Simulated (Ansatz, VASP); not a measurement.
Given: the input of a run of VASP 6.6.1 on AlN.

The input POSCAR:

```
AlN
1.0
    0.0000000000      2.1984575146      2.1984575146
    2.1984575146      0.0000000000      2.1984575146
    2.1984575146      2.1984575146      0.0000000000
Al N
1 1
Direct
    0.0000000000      0.0000000000      0.0000000000
    0.2500000000      0.2500000000      0.2500000000
```

The input INCAR.step1:

```
  ALGO = Normal
  EDIFF = 1E-5
  ENCUT = 520
  GGA = PE
  ISIF = 2
  ISMEAR = -1
  LASPH = True
  LREAL = False
  LWAVE = True
  NBANDS = 11
  NELM = 80
  PREC = Accurate
  SIGMA = 0.05
```

The input INCAR.step2:

```
  AEXX = 0.25
  ALGO = Normal
  EDIFF = 1E-7
  ENCUT = 520
  GGA = PS
  ISIF = 2
  ISMEAR = -1
  ISTART = 1
  LASPH = True
  LCHARG = True
  LELF = True
  LHFCALC = True
  LREAL = False
  LVHAR = True
  LWAVE = False
  NBANDS = 11
  NELM = 80
  PREC = Accurate
  PRECFOCK = Normal
  SIGMA = 0.05
```

The input KPOINTS:

```
k-points
0
Gamma
  5 5 5
```

Potentials or basis: VASP PAW PBE potentials, release 64 (Al, N).

The run is started by

```sh
$ cat potpaw_PBE.64/Al/POTCAR potpaw_PBE.64/N/POTCAR > POTCAR
$ cp INCAR.step1 INCAR
$ mpirun -np 1 vasp_std > vasp.out
$ cp INCAR.step2 INCAR
$ mpirun -np 1 vasp_std > vasp.out
```

Task: Set up the same calculation for Ansatz 0.2.0. Potentials there: Ansatz PAW.

Result: As run (the cutoff follows the program's own potentials):

Contents of input.yaml:

```yaml
crystal:
  lattice:
    - [0.0, 2.1984575146, 2.1984575146]
    - [2.1984575146, 0.0, 2.1984575146]
    - [2.1984575146, 2.1984575146, 0.0]
  atoms:
    - { symbol: Al, position: [0.0, 0.0, 0.0] }
    - { symbol: "N", position: [0.25, 0.25, 0.25] }
hamiltonian:
  xc: { exchange: pbesol, correlation: pbesol, exx: { coeff: 0.25 } }
  pseudopotentials: { kind: paw }
kpoints:
  mp_grid: { grid: [5, 5, 5] }
scf:
  occupations: { method: fermi_dirac, width: 0.05 }
output:
  forces: true
  stress: true
  eigenvalues: true
```

Potentials or basis: Ansatz PAW.

Command:

```console
$ ansatz run input.yaml --threads 2 --pin off --max-ram 5632MiB --backend cpu --events-out ev --progress --plain --runs-dir out
```

Both were run:

|  | VASP | Ansatz | Ansatz less VASP |
| --- | --- | --- | --- |
| gap on the k mesh at the Fermi level (eV) | 5.81 | 5.79 | -0.024 |
| least direct gap on the mesh (eV) | 6.08 | 6.06 | -0.027 |
| pressure (GPa) | -6.8 | -6.9 | -0.04 |

VASP's potentials were made for PBE, not for PBEsol-based global hybrid. The functional is the same, so the differences come from potentials, cutoffs and numerics.

The k mesh is coarse, so the values compare programs but aren't converged. Noted on Ansatz's run: odd divisions of the mesh miss points on the zone boundary, where band edges often lie, so the gap on the mesh can be too wide.
